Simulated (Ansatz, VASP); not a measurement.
One calculation of Te2Mo, two programs

```
CELL_PARAMETERS angstrom
0.00000 3.32808 3.32808
3.32808 0.00000 3.32808
3.32808 3.32808 0.00000
ATOMIC_POSITIONS crystal
Mo 0.00000 0.00000 0.00000
Te 0.25000 0.25000 0.25000
Te 0.75000 0.75000 0.75000
```

Alike in both runs: task single point; functional PBE; k mesh 11 × 11 × 11; occupations fermi-dirac, width 0.05 eV; no spin polarisation.

|  | VASP | Ansatz |
| --- | --- | --- |
| version | VASP 6.6.1 | Ansatz 0.2.0 |
| potentials or method | VASP PAW PBE potentials, release 64 (Mo_sv, Te), cutoff 520 eV | all-electron LAPW, scalar-relativistic |

```tsv
	VASP	Ansatz	Ansatz less VASP
pressure (GPa)	0.0	0.0	+0.03
```

Ansatz ran all-electron here, and VASP with PAW potentials.

Spin-orbit coupling is off throughout.
